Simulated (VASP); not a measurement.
# Pt2I3 (P-3m1) in VASP: notebook

Runs on Pt2I3. Level: PBE. Tasks: single point.

Everything below comes from runs of VASP 6.6.1. Logs are shortened: lines on timing, memory, paths and dates and some standing lists are left out, and cuts for length are marked.

### Step 1. The cell of the first run

It takes space group P-3m1 (No. 164, trigonal). Conventional cell: a = 4.099 Å, b = 4.099 Å, c = 9.991 Å, α = 90.00°, β = 90.00°, γ = 120.00°. Pt (site symmetry 3m) has 6 I at 2.76 to 2.89 Å within 3.6 Å. Within 3.8 Å of I (site symmetry -3m) lie 6 Pt at 2.89 Å. Within 3.6 Å of I (site symmetry 3m) lie 3 Pt at 2.76 Å.

### Step 2. Single point, PBE

INCAR reads:

```
SYSTEM = Pt2I3
  ALGO = Normal
  EDIFF = 1E-7
  ENCUT = 520
  GGA = PE
  ISIF = 2
  ISMEAR = 0
  LASPH = .True.
  LCHARG = .False.
  LREAL = .False.
  LWAVE = .False.
  NBANDS = 28
  NELM = 80
  PREC = Accurate
  SIGMA = 0.1
```

KPOINTS reads:

```
k-points
0
Gamma
  6 6 2
  0 0 0
```

POSCAR reads:

```
Pt2I3
1.0
    4.0993407055      0.0000000000      0.0000000000
   -2.0496703527      3.5501331897      0.0000000000
    0.0000000000      0.0000000000      9.9905783641
Pt I
2 3
Direct
    0.3333333333      0.6666666667      0.1660198412
    0.6666666667      0.3333333333      0.8339801588
    0.0000000000      0.0000000000      0.0000000000
    0.3333333333      0.6666666667      0.6924814722
    0.6666666667      0.3333333333      0.3075185278
```

Potentials or basis: VASP PAW PBE potentials, release 64 (Pt, I).

Launch:

```console
$ cat potpaw_PBE.64/Pt/POTCAR potpaw_PBE.64/I/POTCAR > POTCAR
$ mpirun -np 1 vasp_std > vasp.out
```

OUTCAR:

```text
SYSTEM = Pt2I3
   EDIFF = 1E-7
   ENCUT = 520
   GGA = PE
   ISIF = 2
   ISMEAR = 0
   LASPH = .True.
   LREAL = .False.
   NELM = 80
   PREC = Accurate

 ion  position               nearest neighbor table
   1  0.333  0.667  0.166-   5 2.76   5 2.76   5 2.76   3 2.89   3 2.89   3 2.89
   2  0.667  0.333  0.834-   4 2.76   4 2.76   4 2.76   3 2.89   3 2.89   3 2.89
   3  0.000  0.000  0.000-   1 2.89   2 2.89   1 2.89   2 2.89   2 2.89   1 2.89
   4  0.333  0.667  0.692-   2 2.76   2 2.76   2 2.76
   5  0.667  0.333  0.308-   1 2.76   1 2.76   1 2.76

  LATTYP: Found a hexagonal cell.
 ALAT       =     4.0993407055
 C/A-ratio  =     2.4371183275

  Lattice vectors:

 A1 = (   4.0993407055,   0.0000000000,   0.0000000000)
 A2 = (  -2.0496703527,   3.5501331897,   0.0000000000)
 A3 = (   0.0000000000,   0.0000000000,   9.9905783641)

Analysis of symmetry for initial positions (statically):
=====================================================================
 Subroutine PRICEL returns:
 Original cell was already a primitive cell.

 Routine SETGRP: Setting up the symmetry group for a
 hexagonal supercell.

 Subroutine GETGRP returns: Found 12 space group operations
 (whereof 12 operations were pure point group operations)
 out of a pool of 24 trial point group operations.

The static configuration has the point symmetry D_3d.

Analysis of symmetry for dynamics (positions and initial velocities):
=====================================================================
 Subroutine PRICEL returns:
 Original cell was already a primitive cell.

 Routine SETGRP: Setting up the symmetry group for a
 hexagonal supercell.

 Subroutine GETGRP returns: Found 12 space group operations
 (whereof 12 operations were pure point group operations)
 out of a pool of 24 trial point group operations.

The dynamic configuration has the point symmetry D_3d.

 Subroutine INISYM returns: Found 12 space group operations
 (whereof 12 operations are pure point group operations),
 and found     1 'primitive' translations

----------------------------------------------------------------------------------------

                                     Primitive cell

  volume of cell :     145.3949

  direct lattice vectors                    reciprocal lattice vectors
     4.099340706  0.000000000  0.000000000     0.243941666  0.140839786  0.000000000
    -2.049670353  3.550133190  0.000000000     0.000000000  0.281679573  0.000000000
     0.000000000  0.000000000  9.990578364     0.000000000  0.000000000  0.100094305

  length of vectors
     4.099340706  4.099340705  9.990578364     0.281679573  0.281679573  0.100094305

  position of ions in fractional coordinates (direct lattice)
     0.333333333  0.666666667  0.166019841
     0.666666667  0.333333333  0.833980159
     0.000000000  0.000000000  0.000000000
     0.333333333  0.666666667  0.692481472
     0.666666667  0.333333333  0.307518528

  ion indices of the primitive-cell ions
   primitive index   ion index
                 1           1
                 2           2
                 3           3
                 4           4
                 5           5

----------------------------------------------------------------------------------------

 KPOINTS: k-points

Automatic generation of k-mesh.
 Grid dimensions read from file:
 generate k-points for:    6    6    2

 Generating k-lattice:

  Cartesian coordinates                     Fractional coordinates (reciprocal lattice)
     0.040656944  0.023473298  0.000000000     0.166666667  0.000000000  0.000000000
     0.000000000  0.046946595  0.000000000     0.000000000  0.166666667  0.000000000
     0.000000000  0.000000000  0.050047153     0.000000000  0.000000000  0.500000000

  Length of vectors
     0.046946595  0.046946595  0.050047153

  Shift w.r.t. Gamma in fractional coordinates (k-lattice)
     0.000000000  0.000000000  0.000000000

 Subroutine IBZKPT returns following result:
 ===========================================

 Found     14 irreducible k-points:

 Following reciprocal coordinates:
            Coordinates               Weight
  0.000000  0.000000  0.000000      1.000000
  0.166667  0.000000  0.000000      6.000000
  0.333333 -0.000000  0.000000      6.000000
  0.500000 -0.000000  0.000000      3.000000
  0.166667  0.166667  0.000000      6.000000
  0.333333  0.166667  0.000000     12.000000
  0.333333  0.333333  0.000000      2.000000
  0.000000  0.000000  0.500000      1.000000
  0.166667  0.000000  0.500000      6.000000
  0.333333 -0.000000  0.500000      6.000000
  0.500000 -0.000000  0.500000      3.000000
  0.166667  0.166667  0.500000      6.000000
  0.333333  0.166667  0.500000     12.000000
  0.333333  0.333333  0.500000      2.000000
   k-points           NKPTS =     14   k-points in BZ     NKDIM =     14   number of bands    NBANDS=     28
   number of dos      NEDOS =    301   number of ions     NIONS =      5
   total plane-waves  NPLWV =  72000
   dimension x,y,z NGX =    30 NGY =   30 NGZ =   80
   dimension x,y,z NGXF=    60 NGYF=   60 NGZF=  160
   ions per type =               2   3
   NGX,Y,Z   is equivalent  to a cutoff of  12.17, 12.17, 13.31 a.u.
   NGXF,Y,Z  is equivalent  to a cutoff of  24.33, 24.33, 26.62 a.u.
 SYSTEM =  Pt2I3
   PREC   = accura    normal or accurate (medium, high low for compatibility)
   ISTART =      0    job   : 0-new  1-cont  2-samecut
   ICHARG =      2    charge: 1-file 2-atom 10-const
   ISPIN  =      1    spin polarized calculation?
   LNONCOLLINEAR =      F non collinear calculations
   LSORBIT =      F    spin-orbit coupling
   LASPH  =      T    aspherical Exc in radial PAW
   ENCUT  =  520.0 eV  38.22 Ry    6.18 a.u.   7.62  7.62 18.58*2*pi/ulx,y,z
   NELM   =     80;   NELMIN=  2; NELMDL= -5     # of ELM steps
   EDIFF  = 0.1E-06   stopping-criterion for ELM
   LREAL  =      F    real-space projection
   EDIFFG = 0.1E-05   stopping-criterion for IOM
   NSW    =      0    number of steps for IOM
   IBRION =     -1    ionic relax: 0-MD 1-quasi-New 2-CG
   NFREE  =      0    steps in history (QN), initial steepest desc. (CG)
   ISIF   =      2    stress and relaxation
   ISYM   =      2    0-nonsym 1-usesym 2-fastsym
   POTIM  = 0.5000    time-step for ionic-motion
   TEBEG  =    0.0;   TEEND  =   0.0 temperature during run
   PSTRESS=    0.0 pullay stress
   NELECT =      41.0000    total number of electrons
   NUPDOWN=      -1.0000    fix difference up-down
   EMIN   =  10.00;   EMAX   =-10.00  energy-range for DOS
   EFERMI =   0.00;   METHOD = LEGACY
   ISMEAR =     0;   SIGMA  =   0.10  broadening in eV -4-tet -1-fermi 0-gaus
   EFERMI_NEDOS =   21; number of points for ismear=-14 and -15
   IALGO  =     38    algorithm
   IMIX   =      4    mixing-type and parameters
     AMIX     =   0.40;   BMIX     =  1.00
     AMIX_MAG =   1.60;   BMIX_MAG =  1.00
  volume/ion in A,a.u.               =      29.08       196.23
  Fermi-wavevector in a.u.,A,eV,Ry     =   1.073544  2.028703 15.680658  1.152496
  Thomas-Fermi vector in A             =   2.209346
   LORBIT       =      0    0 simple, 1 ext, 2 COOP (PROOUT), +10 PAW based schemes
   GGA     = PE    functional components
   LHFCALC =     F    Hartree Fock is set to
   AEXX    =    0.0000 exact exchange contribution
   IVDW    =     0    specifies the selected vdW correction
   LEPSILON=     F    determine dielectric tensor
   LRPA    =     F    only Hartree local field effects (RPA)
 non-spin polarized calculation
 Gauss-broadening in eV      SIGMA  =   0.10
  energy-cutoff  :      520.00
  volume of cell :      145.39
 maximum number of plane-waves:      3955
   NGX = 15   NGY = 15   NGZ = 37

 number of electron      40.9999999 magnetization

 Free energy of the ion-electron system (eV)
  ---------------------------------------------------
  ext. energy  EPLUGINS =         0.00000000
  ---------------------------------------------------
  free energy    TOTEN  =       -16.15343283 eV

  energy without entropy =      -16.13253264  energy(sigma->0) =      -16.14298274

 E-fermi :   6.0581     XC(G=0):  -9.5099

 val. band max:        6.0176572556   @ k =   0.3333   0.1667   0.5000
 cond. band min:       6.0938786629   @ k =   0.1667   0.0000   0.5000
 fundamental gap:      0.0762214073
 Fermi energy:         6.0580995011

 k-point     1 :       0.0000    0.0000    0.0000
  band No.  band energies     occupation
      1      -8.7895      2.00000
      2      -7.7417      2.00000
      3      -7.4650      2.00000
      4      -0.2781      2.00000
      5       0.9335      2.00000
      6       0.9335      2.00000
[... 20 lines left out ...]
     27      11.3333      0.00000
     28      12.5052      0.00000

 k-point     2 :       0.1667    0.0000    0.0000
  band No.  band energies     occupation
      1      -8.6135      2.00000
      2      -7.6217      2.00000
      3      -7.4307      2.00000
      4      -0.1981      2.00000
      5       0.5857      2.00000
      6       1.0082      2.00000
[... 20 lines left out ...]
     27      11.6584      0.00000
     28      12.0380      0.00000

 k-point     3 :       0.3333   -0.0000    0.0000
  band No.  band energies     occupation
      1      -8.2223      2.00000
      2      -7.3702      2.00000
      3      -7.3444      2.00000
      4      -0.3324      2.00000
      5       0.1106      2.00000
      6       0.9787      2.00000
[... 20 lines left out ...]
     27      12.0951      0.00000
     28      12.4518      0.00000

 k-point     4 :       0.5000   -0.0000    0.0000
  band No.  band energies     occupation
      1      -8.0073      2.00000
      2      -7.2801      2.00000
      3      -7.2394      2.00000
      4      -0.8650      2.00000
      5       0.4446      2.00000
      6       0.4551      2.00000
[... 20 lines left out ...]
     27      11.7157      0.00000
     28      12.2826      0.00000

 k-point     5 :       0.1667    0.1667    0.0000
  band No.  band energies     occupation
      1      -8.3277      2.00000
      2      -7.4341      2.00000
      3      -7.3681      2.00000
      4      -0.1022      2.00000
      5       0.2087      2.00000
      6       1.0383      2.00000
[... 20 lines left out ...]
     27      12.0181      0.00000
     28      12.2458      0.00000

 k-point     6 :       0.3333    0.1667    0.0000
  band No.  band energies     occupation
      1      -8.0219      2.00000
      2      -7.2673      2.00000
      3      -7.2415      2.00000
      4      -0.5305      2.00000
      5       0.1978      2.00000
      6       0.7159      2.00000
[... 20 lines left out ...]
     27      11.7759      0.00000
     28      12.4352      0.00000

 k-point     7 :       0.3333    0.3333    0.0000
  band No.  band energies     occupation
      1      -7.9346      2.00000
      2      -7.1907      2.00000
      3      -7.1907      2.00000
      4      -0.1709      2.00000
      5      -0.1709      2.00000
      6       0.7194      2.00000
[... 20 lines left out ...]
     27      12.2984      0.00000
     28      13.5131      0.00000

 k-point     8 :       0.0000    0.0000    0.5000
  band No.  band energies     occupation
      1      -8.7767      2.00000
      2      -7.8346      2.00000
      3      -7.3770      2.00000
      4      -0.4764      2.00000
      5       0.9282      2.00000
      6       0.9282      2.00000
[... 20 lines left out ...]
     27      11.2513      0.00000
     28      11.9190      0.00000

 k-point     9 :       0.1667    0.0000    0.5000
  band No.  band energies     occupation
      1      -8.6031      2.00000
      2      -7.7070      2.00000
      3      -7.3511      2.00000
      4      -0.3037      2.00000
      5       0.7168      2.00000
      6       1.0014      2.00000
[... 20 lines left out ...]
     27      12.0516      0.00000
     28      12.0770      0.00000

 k-point    10 :       0.3333   -0.0000    0.5000
  band No.  band energies     occupation
      1      -8.2185      2.00000
      2      -7.4286      2.00000
      3      -7.2893      2.00000
      4      -0.3251      2.00000
      5       0.1325      2.00000
      6       1.0649      2.00000
[... 20 lines left out ...]
     27      12.1573      0.00000
     28      12.4594      0.00000

 k-point    11 :       0.5000   -0.0000    0.5000
  band No.  band energies     occupation
      1      -8.0073      2.00000
      2      -7.2719      2.00000
      3      -7.2476      2.00000
      4      -0.9020      2.00000
      5       0.4638      2.00000
      6       0.5394      2.00000
[... 20 lines left out ...]
     27      11.9546      0.00000
     28      12.0205      0.00000

 k-point    12 :       0.1667    0.1667    0.5000
  band No.  band energies     occupation
      1      -8.3219      2.00000
      2      -7.5027      2.00000
      3      -7.3042      2.00000
      4      -0.0942      2.00000
      5       0.2546      2.00000
      6       1.0142      2.00000
[... 20 lines left out ...]
     27      11.7528      0.00000
     28      12.2677      0.00000

 k-point    13 :       0.3333    0.1667    0.5000
  band No.  band energies     occupation
      1      -8.0213      2.00000
      2      -7.2766      2.00000
      3      -7.2329      2.00000
      4      -0.5588      2.00000
      5       0.2224      2.00000
      6       0.7316      2.00000
[... 20 lines left out ...]
     27      12.2537      0.00000
     28      12.5626      0.00000

 k-point    14 :       0.3333    0.3333    0.5000
  band No.  band energies     occupation
      1      -7.9346      2.00000
      2      -7.1907      2.00000
      3      -7.1907      2.00000
      4      -0.1918      2.00000
      5      -0.1918      2.00000
      6       0.6898      2.00000
[... 20 lines left out ...]
     27      12.1099      0.00000
     28      12.1099      0.00000

------------------------ aborting loop because EDIFF is reached ----------------------------------------

  FORCE on cell =-STRESS in cart. coord.  units (eV):
  Direction    XX          YY          ZZ          XY          YZ          ZX
  --------------------------------------------------------------------------------------
  -------------------------------------------------------------------------------------
  Total       -0.1760602     -0.1760602     -0.2388986     -0.0000000      0.0000000      0.0000000
  in kB       -1.9400932     -1.9400932     -2.6325395     -0.0000000      0.0000000      0.0000000
  external PRESSURE =      -2.1709086 kB  Pullay stress =       0.0000000 kB

 VOLUME and BASIS-vectors are now :
 -----------------------------------------------------------------------------
  energy-cutoff  :      520.00
  volume of cell :      145.39
      direct lattice vectors                 reciprocal lattice vectors
     4.099340706  0.000000000  0.000000000     0.243941666  0.140839786  0.000000000
    -2.049670353  3.550133190  0.000000000     0.000000000  0.281679573  0.000000000
     0.000000000  0.000000000  9.990578364     0.000000000  0.000000000  0.100094305

 POSITION                                       TOTAL-FORCE (eV/Angst)
 -----------------------------------------------------------------------------------
     -0.00000      2.36676      1.65863         0.000000      0.000000     -0.004185
      2.04967      1.18338      8.33194        -0.000000     -0.000000      0.004185
      0.00000      0.00000      0.00000         0.000000      0.000000      0.000000
     -0.00000      2.36676      6.91829         0.000000     -0.000000      0.046992
      2.04967      1.18338      3.07229        -0.000000      0.000000     -0.046992
 -----------------------------------------------------------------------------------
    total drift:                                0.000000     -0.000000     -0.000000

  FREE ENERGIE OF THE ION-ELECTRON SYSTEM (eV)
  ---------------------------------------------------
  free  energy   TOTEN  =       -16.1534328341 eV

  energy  without entropy=      -16.1325326410  energy(sigma->0) =      -16.14298274
```

Run time: 62 s. Hardware: 1 thread of AMD EPYC 7R13 (Zen 3), shared host; peak memory 0.24 GiB.

What came out:

| Quantity | Value |
| --- | --- |
| Free energy | -16.1534 eV |
| Pressure | -0.2 GPa |
| Largest force | 0.047 eV/Å |

Forces on the atoms (eV/Å):
```
Pt   0.000  0.000 -0.004
Pt   0.000  0.000  0.004
I    0.000  0.000  0.000
I    0.000  0.000  0.047
I    0.000  0.000 -0.047
```

Caveat: spin-orbit coupling is left out, which moves the levels of the heavy elements; this functional lacks dispersion, which binds the layers, so the pressure and a relaxed spacing across them are unreliable; an odd number of electrons without spin polarisation forces a metal; a magnetic or distorted state may lie lower.

[end of part 1 of 2]
